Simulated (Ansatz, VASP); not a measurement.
One calculation of GeSbTe3, two programs

```xyz
5
Lattice="4.2995 0.0000 0.0000 0.0000 4.2995 0.0000 0.0000 0.0000 9.0591" Properties=species:S:1:pos:R:3 pbc="T T T"
Ge    2.1497    2.1497    6.7360
Sb    0.0000    0.0000    8.7772
Te    2.1497    2.1497    0.6275
Te    0.0000    2.1497    4.4671
Te    2.1497    0.0000    4.4671
```

Change from the starting cell: species swapped into the NdBPt3 type (P4mm, No. 99).

Alike in both runs: functional PBE; k mesh 10 × 10 × 4; occupations gaussian, width 0.1 eV; no spin polarisation.

Ansatz relaxed the structure, and its values are those at the end. VASP's run is a single point on that final structure, the one shown.

```csv
,VASP,Ansatz
version,VASP 6.6.1,Ansatz 0.2.0
potentials or method,"VASP PAW PBE potentials, release 64 (Ge_d, Sb, Te), cutoff 520 eV","scalar-relativistic, plane waves, PAW"
valence electrons in the cell,37,77
```

|  | VASP | Ansatz | Ansatz less VASP |
| --- | --- | --- | --- |
| gap on the k mesh at the Fermi level (eV) | none | none | - |
| pressure (GPa) | 0.0 | 0.0 | +0.03 |
| rms of the force components (eV/Å) | 0.003 | 0.003 | -0.0003 |

A gap of «none» marks a metal or a gap that the smearing closes. With one functional, cell and mesh, what is left measures potentials, basis and numerics. VASP's potentials hold 37 valence electrons a cell and Ansatz's 77, so a difference there can come from the potentials and not from the codes.

Spin-orbit coupling is off throughout.
